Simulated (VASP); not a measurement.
# Al (P6_3/mmc) in VASP: notebook, part 2 of 2

VASP 6.6.1.

### 3 Single point, PBE+D3(BJ) (14.59 Å³/atom)

This run uses another cell than the first one, of 14.59 Å³/atom.

INCAR reads:

```
PREC = Accurate ; ENCUT = 520
EDIFF = 1E-6 ; ISMEAR = 0
SIGMA = 0.15 ; LREAL = F
LASPH = T ; NELM = 100
ALGO = Normal ; ISIF = 2
LWAVE = F ; LCHARG = F
GGA = PE ; IVDW = 12
NBANDS = 14
```

KPOINTS reads:

```
Automatic mesh
0
Gamma
  18 18 6
```

POSCAR reads:

```
Al
1.0
    2.8117623537      0.0000000000      0.0000000000
   -1.4058811768      2.4350576277      0.0000000000
    0.0000000000      0.0000000000      8.5207646366
Al
4
Direct
    0.0000000000      0.0000000000      0.0000000000
    0.3333333333      0.6666666667      0.2500000000
    0.0000000000      0.0000000000      0.5000000000
    0.6666666667      0.3333333333      0.7500000000
```

Potentials or basis: VASP PAW PBE potentials, release 64 (Al).

On the command line:

```console
$ cat potpaw_PBE.64/Al/POTCAR > POTCAR
$ mpirun -np 1 vasp_std > vasp.out
```

Run time: 40 s. Hardware: 1 thread of AMD EPYC 9R45 (Zen 5), shared host; peak memory 0.21 GiB.

It converged, with:

```yaml
Free_energy: -16.0943 eV
Pressure: 9.4 GPa
Band_gap_on_the_k_mesh: zero (bands 6 and 7 overlap by 7.18 eV)
Dispersion_energy_per_atom: -0.382 eV
```

Stress tensor (GPa, compression positive):
```
 6.17  0.00  0.00
 0.00  6.17  0.00
 0.00  0.00 15.77
```

Levels at points of the mesh, in eV from the Fermi level:
```tsv
k point	band 4	band 5	band 6	band 7	band 8	band 9
(0.00, 0.00, 0.00)	-4.59	-3.57	5.23	5.27	10.42	10.42
(0.50, 0.00, 0.00)	-4.33	-3.63	-3.54	0.93	1.35	2.28
(0.00, 0.00, 0.50)	-7.52	0.23	0.23	10.73	10.73	10.80
(0.50, 0.00, 0.50)	-5.41	-1.92	-1.92	-1.17	-1.17	5.21
```

Caveat: the cell stands under pressure.

### 4 Single point, PBE+D3(BJ) (14.58 Å³/atom)

This run uses another cell than the first one, of 14.58 Å³/atom.

INCAR reads:

```
PREC = Accurate ; ENCUT = 520
EDIFF = 1E-6 ; ISMEAR = 0
SIGMA = 0.15 ; LREAL = F
LASPH = T ; NELM = 80
ALGO = Fast ; ISIF = 2
LWAVE = F ; LCHARG = F
GGA = PE ; IVDW = 12
NBANDS = 14
```

KPOINTS is that of step 3.

POSCAR reads:

```
Al
1.0
    2.6940851632      0.0000000000      0.0000000000
   -1.3470425816      2.3331461913      0.0000000000
    0.0000000000      0.0000000000      9.2813927959
Al
4
Direct
    0.0000000000      0.0000000000      0.0000000000
    0.3333333333      0.6666666667      0.2500000000
    0.0000000000      0.0000000000      0.5000000000
    0.6666666667      0.3333333333      0.7500000000
```

On the command line:

```console
$ cat potpaw_PBE.64/Al/POTCAR > POTCAR
$ mpirun -np 1 vasp_std > vasp.out
```

Run time: 41 s. Hardware: 1 thread of AMD EPYC 9R45 (Zen 5), shared host; peak memory 0.2 GiB.

It converged, with:

| Quantity | Value |
| --- | --- |
| Free energy | -16.1473 eV |
| Pressure | 9.0 GPa |
| Band gap on the k mesh | zero (bands 6 and 7 overlap by 4.85 eV) |
| Dispersion energy per atom | -0.382 eV |

Stress tensor (GPa, compression positive):
```
11.10  0.00  0.00
 0.00 11.10  0.00
 0.00  0.00  4.80
```

Levels at points of the mesh, in eV from the Fermi level:
```csv
k point,band 2,band 3,band 4,band 5,band 6,band 7,band 8,band 9,band 10,band 11
"(0.00, 0.00, 0.00)",-10.29,-10.29,-5.37,-5.21,2.68,2.69,12.00,12.46,12.46,12.53
"(0.50, 0.00, 0.00)",-5.40,-4.18,-4.14,-3.31,-3.27,0.78,1.13,1.13,1.56,6.94
"(0.00, 0.00, 0.50)",-11.57,-8.19,-8.19,-1.65,-1.65,7.62,7.62,12.67,12.67,12.68
"(0.50, 0.00, 0.50)",-5.10,-4.92,-4.92,-1.99,-1.99,-1.27,-1.27,4.48,4.48,4.58
```

Caveat: the cell stands under pressure.

### 5 Single point, PBE+D3(BJ) (14.58 Å³/atom)

This run uses another cell than the first one, of 14.58 Å³/atom.

INCAR reads:

```
SYSTEM = Al
PREC = Accurate
ENCUT = 520
EDIFF = 1E-6
ISMEAR = 0
SIGMA = 0.15
LREAL = .FALSE.
LASPH = .TRUE.
NELM = 100
ALGO = Normal
ISIF = 2
LWAVE = .FALSE.
LCHARG = .FALSE.
GGA = PE
IVDW = 12
NBANDS = 14
```

KPOINTS reads:

```
Automatic mesh
0
G
  18 18 6
  0 0 0
```

POSCAR reads:

```
Al
1.0
    2.7818825065      0.0000000000      0.0000000000
   -1.3909412532      2.4091809209      0.0000000000
    0.0000000000      0.0000000000      8.7047885510
Al
4
Direct
    0.0000000000      0.0000000000      0.0000000000
    0.3333333333      0.6666666667      0.2500000000
    0.0000000000      0.0000000000      0.5000000000
    0.6666666667      0.3333333333      0.7500000000
```

Potentials or basis: VASP PAW PBE potentials, release 64 (Al).

On the command line:

```console
$ cat potpaw_PBE.64/Al/POTCAR > POTCAR
$ mpirun -np 1 vasp_std > vasp.out
```

OUTCAR:

```text
SYSTEM = Al
   PREC = Accurate
   ENCUT = 520
   EDIFF = 1E-6
   ISMEAR = 0
   LREAL = .FALSE.
   LASPH = .TRUE.
   NELM = 100
   ISIF = 2
   GGA = PE
   IVDW = 12
 IVDW          = 12

 ion  position               nearest neighbor table
   1  0.000  0.000  0.000-   2 2.70   4 2.70   2 2.70   4 2.70   4 2.70   2 2.70
   2  0.333  0.667  0.250-   1 2.70   3 2.70   1 2.70   3 2.70   1 2.70   3 2.70
   3  0.000  0.000  0.500-   2 2.70   4 2.70   2 2.70   4 2.70   4 2.70   2 2.70
   4  0.667  0.333  0.750-   1 2.70   3 2.70   1 2.70   3 2.70   1 2.70   3 2.70

  LATTYP: Found a hexagonal cell.
 ALAT       =     2.7818825065
 C/A-ratio  =     3.1291000000

  Lattice vectors:

 A1 = (   2.7818825065,   0.0000000000,   0.0000000000)
 A2 = (  -1.3909412532,   2.4091809209,   0.0000000000)
 A3 = (   0.0000000000,   0.0000000000,   8.7047885510)

Analysis of symmetry for initial positions (statically):
=====================================================================
 Subroutine PRICEL returns:
 Original cell was already a primitive cell.

 Routine SETGRP: Setting up the symmetry group for a
 hexagonal supercell.

 Subroutine GETGRP returns: Found 24 space group operations
[... 193 lines left out ...]
     13      21.3867      0.00000
     14      21.5437      0.00000
[... 377 lines left out ...]
      1       2.4917      2.00000
      2       4.3039      2.00000
      3       4.3234      2.00000
      4       5.1645      2.00000
      5       7.0658      2.00000
      6       7.0854      2.00000
      7       9.3977      0.60272
      8      10.2941      0.00000
      9      11.7160      0.00000
     10      11.9688      0.00000
     11      13.4516      0.00000
     12      13.7142      0.00000
     13      14.2457      0.00000
     14      18.3461      0.00000

 [... further k-points ...]

------------------------ aborting loop because EDIFF is reached ----------------------------------------

 Edisp (eV)   -1.52973

 E8    (eV) :    -0.6854

  FORCE on cell =-STRESS in cart. coord.  units (eV):
  Direction    XX          YY          ZZ          XY          YZ          ZX
  --------------------------------------------------------------------------------------
  -------------------------------------------------------------------------------------
  Total       2.47979     2.47979     4.64481     0.00000     0.00000    -0.00000
  in kB      68.10195    68.10195   127.55933     0.00000     0.00000    -0.00000
  external pressure =       87.92 kB  Pullay stress =        0.00 kB

 VOLUME and BASIS-vectors are now :
 -----------------------------------------------------------------------------
  energy-cutoff  :      520.00
  volume of cell :       58.34
      direct lattice vectors                 reciprocal lattice vectors
     2.781882507  0.000000000  0.000000000     0.359468812  0.207539415  0.000000000
    -1.390941253  2.409180921  0.000000000     0.000000000  0.415078831  0.000000000
     0.000000000  0.000000000  8.704788551     0.000000000  0.000000000  0.114879298

 POSITION                                       TOTAL-FORCE (eV/Angst)
 -----------------------------------------------------------------------------------
      0.00000      0.00000      0.00000        -0.000000      0.000000     -0.000000
     -0.00000      1.60612      2.17620         0.000000      0.000000      0.000000
      0.00000      0.00000      4.35239        -0.000000      0.000000     -0.000000
      1.39094      0.80306      6.52859        -0.000000     -0.000000      0.000000
 -----------------------------------------------------------------------------------
    total drift:                               -0.000000     -0.000000      0.000000

  FREE ENERGIE OF THE ION-ELECTRON SYSTEM (eV)
  ---------------------------------------------------
  free  energy   TOTEN  =       -16.1538845712 eV

  energy  without entropy=      -16.1381467016  energy(sigma->0) =      -16.14601564
```

It took 49 s on 1 thread of AMD EPYC 9R45 (Zen 5), shared host; peak memory 0.22 GiB.

What came out:

```yaml
Free_energy: -16.1539 eV
Pressure: 8.8 GPa
Band_gap_on_the_k_mesh: zero (bands 6 and 7 overlap by 6.52 eV)
Dispersion_energy_per_atom: -0.382 eV
```

Stress tensor (GPa, compression positive):
```
 6.81  0.00  0.00
 0.00  6.81  0.00
 0.00  0.00 12.76
```

Caveat: the cell stands under pressure.

### 6 Overview

| cell | gap on the mesh (eV) | pressure (GPa) |
| --- | --- | --- |
| a = 2.966, b = 2.966, c = 8.988 Å, angles 90.0, 90.0, 120.0°, 4 atoms | none | -5.0 |
| a = 2.812, b = 2.812, c = 8.521 Å, angles 90.0, 90.0, 120.0°, 4 atoms | none | 9.4 |
| a = 2.694, b = 2.694, c = 9.281 Å, angles 90.0, 90.0, 120.0°, 4 atoms | none | 9.0 |
| a = 2.782, b = 2.782, c = 8.705 Å, angles 90.0, 90.0, 120.0°, 4 atoms | none | 8.8 |

Alike in all rows: task single point; level PBE+D3(BJ); potentials or basis VASP PAW PBE potentials, release 64 (Al); no spin polarisation; k mesh 18 × 18 × 6; cutoff (eV) 520; smearing gaussian 0.15 eV.

Caveats: the cell stands under pressure (at least some runs); the cell stands under tension (at least some runs).

Absolute energies hang on the potentials; compare differences alone.
